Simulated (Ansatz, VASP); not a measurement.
## Ti in VASP and in Ansatz

Contents of INCAR:

```
SYSTEM = Ti
PREC = Accurate ; ENCUT = 400
EDIFF = 1E-8 ; ISMEAR = -1
SIGMA = 0.08 ; LREAL = .False.
LASPH = .True. ; NELM = 120
ALGO = Normal ; ISIF = 2
LWAVE = .False. ; LCHARG = .False.
GGA = PE ; LEFG = .True.
NBANDS = 19 ; GGA_COMPAT = .False.
```

KPOINTS

```
Automatic mesh
0
Gamma
  13 13 7
  0 0 0
```

File POSCAR:

```
Ti
1.0
    2.8909979032      0.0000000000      0.0000000000
   -1.4454989516      2.5036776264      0.0000000000
    0.0000000000      0.0000000000      4.6860000000
Ti
2
Direct
    0.3333333333      0.6666666667      0.2500000000
    0.6666666667      0.3333333333      0.7500000000
```

Input for Ansatz:

```yaml
crystal:
  lattice:
    - [2.8909979032, 0.0, 0.0]
    - [-1.4454989516, 2.5036776264, 0.0]
    - [0.0, 0.0, 4.686]
  atoms:
    - { symbol: Ti, position: [0.3333333333, 0.6666666667, 0.25] }
    - { symbol: Ti, position: [0.6666666667, 0.3333333333, 0.75] }
kpoints:
  mp_grid: { grid: [13, 13, 7] }
scf:
  occupations: { method: fermi_dirac, width: 0.08 }
hamiltonian:
  xc: pbe
  pseudopotentials: { kind: all_electron, datasets: crystal }
output:
  forces: true
  stress: true
  eigenvalues: true
  efg: { contact_densities: true }
```

Change from the starting cell: equal xx and yy strain of -2 %, crystal datasets.

Alike in both runs: task electric field gradients; functional PBE; k mesh 13 × 13 × 7; occupations fermi-dirac, width 0.08 eV; no spin polarisation.

```csv
,VASP,Ansatz
version,VASP 6.6.1,Ansatz 0.2.0
potentials or method,"VASP PAW PBE potentials, release 64 (Ti_sv), cutoff 400 eV","all-electron PAW with datasets made for the crystal, scalar-relativistic"
```

```csv
,VASP,Ansatz,Ansatz less VASP
pressure (GPa),1.9,3.0,+1.09
"traceless stress, the component that is largest in VASP (GPa)",-1.73,-1.75,-0.013
size of Vzz on the site where it differs most (V/Å²),13.8,15.2,+1.43
```

Ansatz ran all-electron here, and VASP with PAW potentials.
